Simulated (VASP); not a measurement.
## GaP (zinc blende type): single point with HSE06

The system is GaP (zinc blende type).

```xyz
2
Lattice="0.0000 2.6795 2.6795 2.6795 0.0000 2.6795 2.6795 2.6795 0.0000" Properties=species:S:1:pos:R:3 pbc="T T T"
Ga    0.0000    0.0000    0.0000
P     1.3397    1.3397    1.3397
```

* Program: VASP 6.6.1
* Task: single point
* Functional: HSE06
* Potentials or basis: VASP PAW PBE potentials, release 64 (Ga_d, P)
* Cutoff: 520 eV
* k mesh: 4 × 4 × 4
* Occupations: fermi-dirac, width 0.05 eV
* Spin: no spin polarisation

```json
{
  "Pressure": "6.2 GPa",
  "Band gap on the k mesh": "2.20 eV (least direct gap 3.30 eV)"
}
```

Levels at points of the mesh, in eV from the valence-band top:
```csv
k point,band 6,band 7,band 8,band 9,band 10,band 11,band 12,band 13
"(0.00, 0.00, 0.00)",-14.18,0.00,0.00,0.00,3.30,4.77,4.77,4.77
"(0.50, 0.00, 0.00)",-11.77,-7.55,-1.29,-1.29,2.72,5.61,5.61,9.36
"(0.50, 0.50, 0.00)",-10.71,-7.59,-3.12,-3.12,2.20,2.54,12.48,12.48
```

It took 7.8 min on 1 thread of Intel(R) Xeon(R) Platinum 8259CL CPU @ 2.50GHz (Skylake/Cascade Lake), with other jobs on the host, peak memory 0.27 GiB.

Caveat: the k points lie up to 0.51 Å⁻¹ apart; the PAW data sets were made with another functional, which shifts forces and pressure a little. A k mesh can miss the band edges.
